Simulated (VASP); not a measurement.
# Al12H in VASP: notebook, part 2 of 2

VASP 6.6.1.

**4. Single point, PBE, collinear spin**

INCAR reads:

```
  ALGO = Normal
  DIPOL = 0.5 0.5 0.309
  EDIFF = 1E-6
  ENCUT = 520
  GGA = PE
  IDIPOL = 3
  ISIF = 2
  ISMEAR = 0
  ISPIN = 2
  LASPH = True
  LCHARG = False
  LDIPOL = True
  LORBIT = 11
  LREAL = False
  LWAVE = False
  MAGMOM = 0 0 0 0 0 0 0 0 0 0 0 0 1
  NBANDS = 34
  NELM = 150
  PREC = Accurate
  SIGMA = 0.1
```

KPOINTS reads:

```
k-points
0
Gamma
  6 6 1
```

POSCAR reads:

```
Al12H
1.0
    5.7135165838      0.0000000000      0.0000000000
   -2.8567582919      4.9480505065      0.0000000000
    0.0000000000      0.0000000000     21.6013781936
Al H
12 1
Direct
    0.3333333333      0.1666666667      0.1851733702
    0.3333333333      0.6666666667      0.1851733702
    0.8333333333      0.1666666667      0.1851733702
    0.8333333333      0.6666666667      0.1851733702
    0.1666666667      0.3333333333      0.2916813828
    0.1666666667      0.8333333333      0.2916813828
    0.6666666667      0.3333333333      0.2916813828
    0.6666666667      0.8333333333      0.2916813828
    0.0000000000      0.0000000000      0.3981865470
    0.0000000000      0.5000000000      0.3981865470
    0.5000000000      0.0000000000      0.3981865470
    0.5000000000      0.5000000000      0.3981865470
    0.3333333333     -0.3333333333      0.5171604373
```

Potentials or basis: VASP PAW PBE potentials, release 64 (Al, H).

Launch:

```bash
cat potpaw_PBE.64/Al/POTCAR potpaw_PBE.64/H/POTCAR > POTCAR
mpirun -np 1 vasp_std > vasp.out
```

OUTCAR:

```text
EDIFF = 1E-6
   ENCUT = 520
   GGA = PE
   ISIF = 2
   ISMEAR = 0
   ISPIN = 2
   LASPH = True
   LORBIT = 11
   LREAL = False
   NELM = 150
   PREC = Accurate

 ion  position               nearest neighbor table
   1  0.333  0.167  0.185-   5 2.83   6 2.83   7 2.83   4 2.86   2 2.86   2 2.86   4 2.86   3 2.86
                             3 2.86
   2  0.333  0.667  0.185-   6 2.83   5 2.83   8 2.83   3 2.86   1 2.86   1 2.86   3 2.86   4 2.86
                             4 2.86
   3  0.833  0.167  0.185-   7 2.83   8 2.83   5 2.83   4 2.86   2 2.86   4 2.86   2 2.86   1 2.86
                             1 2.86
   4  0.833  0.667  0.185-   8 2.83   7 2.83   6 2.83   3 2.86   1 2.86   3 2.86   1 2.86   2 2.86
                             2 2.86
   5  0.167  0.333  0.292-   9 2.83  12 2.83  10 2.83   1 2.83   2 2.83   3 2.83   8 2.86   6 2.86
                             6 2.86   8 2.86   7 2.86   7 2.86
   6  0.167  0.833  0.292-  10 2.83  11 2.83   9 2.83   2 2.83   1 2.83   4 2.83   7 2.86   5 2.86
                             5 2.86   7 2.86   8 2.86   8 2.86
   7  0.667  0.333  0.292-  11 2.83  10 2.83  12 2.83   3 2.83   4 2.83   1 2.83   8 2.86   6 2.86
                             8 2.86   6 2.86   5 2.86   5 2.86
   8  0.667  0.833  0.292-  12 2.83   9 2.83  11 2.83   4 2.83   3 2.83   2 2.83   7 2.86   5 2.86
                             7 2.86   5 2.86   6 2.86   6 2.86
   9  0.000  0.000  0.398-   5 2.83   8 2.83   6 2.83  10 2.86  12 2.86  10 2.86  12 2.86  11 2.86
                            11 2.86
  10  0.000  0.500  0.398-   6 2.83   7 2.83   5 2.83   9 2.86  11 2.86   9 2.86  11 2.86  12 2.86
                            12 2.86
  11  0.500  0.000  0.398-   7 2.83   6 2.83   8 2.83  10 2.86  12 2.86  12 2.86  10 2.86   9 2.86
                             9 2.86
  12  0.500  0.500  0.398-   8 2.83   5 2.83   7 2.83   9 2.86  11 2.86  11 2.86   9 2.86  10 2.86
                            10 2.86
  13  0.333  0.667  0.517-

  LATTYP: Found a hexagonal cell.
 ALAT       =     5.7135165838
 C/A-ratio  =     3.7807500647

  Lattice vectors:

 A1 = (   5.7135165838,   0.0000000000,   0.0000000000)
 A2 = (  -2.8567582919,   4.9480505065,   0.0000000000)
 A3 = (   0.0000000000,   0.0000000000,  21.6013781936)

Analysis of symmetry for initial positions (statically):
=====================================================================
 Subroutine PRICEL returns:
 Original cell was already a primitive cell.

 Routine SETGRP: Setting up the symmetry group for a
 hexagonal supercell.

 Subroutine GETGRP returns: Found  6 space group operations
 (whereof  6 operations were pure point group operations)
 out of a pool of 24 trial point group operations.

The static configuration has the point symmetry C_3v.

Analysis of symmetry for dynamics (positions and initial velocities):
=====================================================================
 Subroutine PRICEL returns:
 Original cell was already a primitive cell.

 Routine SETGRP: Setting up the symmetry group for a
 hexagonal supercell.

 Subroutine GETGRP returns: Found  6 space group operations
 (whereof  6 operations were pure point group operations)
 out of a pool of 24 trial point group operations.

The dynamic configuration has the point symmetry C_3v.

Analysis of structural, dynamic, and magnetic symmetry:
=====================================================================
 Subroutine PRICEL returns:
 Original cell was already a primitive cell.

 Routine SETGRP: Setting up the symmetry group for a
 hexagonal supercell.

[... 150 lines left out ...]
 dipolmoment           0.000000      0.000000      0.198684 electrons x Angstroem

 Free energy of the ion-electron system (eV)
  ---------------------------------------------------
  ext. energy  EPLUGINS =         0.00000000
  ---------------------------------------------------
  free energy    TOTEN  =       -43.51872950 eV

  energy without entropy =      -43.48366235  energy(sigma->0) =      -43.50119593

 E-fermi :  -0.4495     XC(G=0):  -4.2861

 val. band max:       -0.4646325568   @ k =   0.3333   0.0000   0.0000
 cond. band min:      -0.3851751941   @ k =   0.0000   0.0000   0.0000
 fundamental gap:      0.0794573627
 Fermi energy:        -0.4494690134

 spin component 1

 k-point     1 :       0.0000    0.0000    0.0000
  band No.  band energies     occupation
      1     -11.0213      1.00000
      2      -9.3016      1.00000
      3      -6.5946      1.00000
      4      -5.1584      1.00000
      5      -5.1441      1.00000
      6      -5.1441      1.00000
[... 220 lines left out ...]
     29       2.9264      0.00000
     30       2.9322      0.00000
 Fermi energy:        -0.4494690134

 spin component 2

 k-point     1 :       0.0000    0.0000    0.0000
  band No.  band energies     occupation
      1     -11.0263      1.00000
      2      -9.3090      1.00000
      3      -6.6025      1.00000
      4      -5.1534      1.00000
      5      -5.1490      1.00000
      6      -5.1490      1.00000
[... 220 lines left out ...]
     29       2.9203      0.00000
     30       2.9212      0.00000
 [bands above 30 left out]

------------------------ aborting loop because EDIFF is reached ----------------------------------------

 vacuum level on the upper side and lower side of the slab       (xc-potential included)         0.588        -0.678

  FORCE on cell =-STRESS in cart. coord.  units (eV):
  Direction    XX          YY          ZZ          XY          YZ          ZX
  --------------------------------------------------------------------------------------
  -------------------------------------------------------------------------------------
  Total       -3.7900564     -3.7900564     -1.0886709      0.0000000      0.0000000      0.0000000
  in kB       -9.9434520     -9.9434520     -2.8561968      0.0000000      0.0000000      0.0000000
  external PRESSURE =      -7.5810336 kB  Pullay stress =       0.0000000 kB

 VOLUME and BASIS-vectors are now :
 -----------------------------------------------------------------------------
  energy-cutoff  :      520.00
  volume of cell :      610.69
      direct lattice vectors                 reciprocal lattice vectors
     5.713516584  0.000000000  0.000000000     0.175023558  0.101049898  0.000000000
    -2.856758292  4.948050506  0.000000000     0.000000000  0.202099796  0.000000000
     0.000000000  0.000000000 21.601378194     0.000000000  0.000000000  0.046293343

 POSITION                                       TOTAL-FORCE (eV/Angst)
 -----------------------------------------------------------------------------------
      1.42838      0.82468      4.00000        -0.019117     -0.011037     -0.064231
     -0.00000      3.29870      4.00000        -0.000000     -0.000000      0.001671
      4.28514      0.82468      4.00000         0.019117     -0.011037     -0.064231
      2.85676      3.29870      4.00000        -0.000000      0.022074     -0.064231
      0.00000      1.64935      6.30072        -0.000000     -0.017107      0.015077
     -1.42838      4.12338      6.30072        -0.014815      0.008553      0.015077
      2.85676      1.64935      6.30072        -0.000000     -0.000000     -0.071100
      1.42838      4.12338      6.30072         0.014815      0.008553      0.015077
      0.00000      0.00000      8.60138        -0.000000     -0.000000      0.020622
     -1.42838      2.47403      8.60138         0.038049      0.021967      0.326806
      2.85676      0.00000      8.60138        -0.000000     -0.043935      0.326806
      1.42838      2.47403      8.60138        -0.038049      0.021967      0.326806
     -0.00000      3.29870     11.17138        -0.000000     -0.000000     -0.784150
 -----------------------------------------------------------------------------------
    total drift:                               -0.000000      0.000000     -0.000155

  FREE ENERGIE OF THE ION-ELECTRON SYSTEM (eV)
  ---------------------------------------------------
  free  energy   TOTEN  =       -43.5187295032 eV

  energy  without entropy=      -43.4836623504  energy(sigma->0) =      -43.50119593

 vacuum level on the upper side and lower side of the slab         4.769         3.448

 total charge

# of ion       s       p       d       tot
------------------------------------------
    1        0.451   0.313   0.000   0.764
    2        0.450   0.309   0.000   0.760
    3        0.451   0.313   0.000   0.764
    4        0.451   0.313   0.000   0.764
    5        0.433   0.343   0.000   0.776
    6        0.433   0.343   0.000   0.776
    7        0.433   0.346   0.000   0.780
    8        0.433   0.343   0.000   0.776
    9        0.452   0.311   0.000   0.763
   10        0.448   0.305   0.000   0.753
   11        0.448   0.305   0.000   0.753
   12        0.448   0.305   0.000   0.753
   13        0.394   0.001   0.000   0.395
--------------------------------------------------
tot          5.726   3.849   0.000   9.575

 magnetization (x)

# of ion       s       p       d       tot
------------------------------------------
    1       -0.002  -0.002   0.000  -0.004
    2        0.001   0.004   0.000   0.006
    3       -0.002  -0.002   0.000  -0.004
    4       -0.002  -0.002   0.000  -0.004
    5       -0.001  -0.001   0.000  -0.002
    6       -0.001  -0.001   0.000  -0.002
    7       -0.003  -0.000   0.000  -0.003
    8       -0.001  -0.001   0.000  -0.002
    9       -0.004  -0.003   0.000  -0.007
   10        0.001  -0.003   0.000  -0.001
   11        0.001  -0.003   0.000  -0.001
   12        0.001  -0.003   0.000  -0.001
   13        0.222  -0.000   0.000   0.222
--------------------------------------------------
tot          0.212  -0.016   0.000   0.196
```

Run time: 20 min. Hardware: 1 thread of Intel Xeon Platinum 8259CL at 2.50GHz (Skylake/Cascade Lake), shared host; peak memory 0.92 GiB.

What came out:

- Free energy: -43.5187 eV
- Largest force: 0.784 eV/Å
- Net moment: 0.43 μB per cell
- Site moments: Al -0.00, +0.01, -0.01 (each value once); H +0.22 μB
- Valence electrons inside the program's atomic spheres: Al 0.76, 0.78, 0.75 (each value once); H 0.40

Forces in eV/Å, atoms in the order of the input:
```
Al  -0.019 -0.011 -0.064
Al   0.000  0.000  0.002
Al   0.019 -0.011 -0.064
Al   0.000  0.022 -0.064
Al   0.000 -0.017  0.015
Al  -0.015  0.009  0.015
Al   0.000  0.000 -0.071
Al   0.015  0.009  0.015
Al   0.000  0.000  0.021
Al   0.038  0.022  0.327
Al   0.000 -0.044  0.327
Al  -0.038  0.022  0.327
H    0.000  0.000 -0.784
```

Levels at points of the mesh, in eV from the Fermi level:
Spin up:
```tsv
k point	band 17	band 18	band 19	band 20	band 21	band 22
(0.00, 0.00, 0.00)	-1.56	-0.34	-0.34	-0.25	-0.11	-0.11
(0.50, 0.00, 0.00)	-0.48	-0.20	-0.17	0.97	0.98	1.38
```
Spin down:
```csv
k point,band 16,band 17,band 18,band 19,band 20,band 21
"(0.00, 0.00, 0.00)",-2.73,-0.59,-0.36,-0.36,-0.14,-0.13
"(0.50, 0.00, 0.00)",-0.50,-0.25,-0.22,0.40,0.95,1.00
```

**5. Summary**

```csv
cell,gap on the mesh (eV),moment (μB),largest force (eV/Å)
"as given, atomic positions A",none,1.00,0.08
"as given, atomic positions B",none,0.00,1.32
"as given, atomic positions C",none,0.43,0.78
```

Alike in all rows: task single point; level PBE; potentials or basis VASP PAW PBE potentials, release 64 (Al, H); spin collinear; k mesh 6 × 6 × 1; cutoff (eV) 520; smearing gaussian 0.1 eV.

Total energies depend on the potentials used, so only differences within one code and one set of settings carry meaning.
